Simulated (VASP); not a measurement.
Crystal: Pt.

```
Pt
1.0
     2.74214    0.00000    0.00000
    -1.37107    2.37476    0.00000
     0.00000    0.00000    4.75997
Pt
2
Direct
  0.33333 0.66667 0.25000
  0.66667 0.33333 0.75000
```

Base run:

| Quantity | Value |
| --- | --- |
| Program | VASP 6.6.1 |
| Functional | r2SCAN |
| Potentials or basis | VASP PAW PBE potentials, release 64 (Pt) |
| Cutoff | 520 eV |
| k mesh | 11 × 11 × 6 |
| Occupations | fermi-dirac, width 0.05 eV |
| Spin | no spin polarisation |

Its results: band gap on the k mesh zero (band 10 reaches 10.90 eV, above the bottom of band 11 at 9.58 eV); pressure -0.7 GPa.

Question: The run is repeated on the same cell with these changes: functional from r2SCAN to PBEsol. What comes out?

Answer: Band gap on the k mesh zero (band 10 reaches 10.97 eV, above the bottom of band 11 at 9.74 eV); pressure -6.3 GPa.

Caveats: the PAW data sets were made with another functional, which shifts forces and pressure a little; spin-orbit coupling is left out, which moves the levels of the heavy elements.
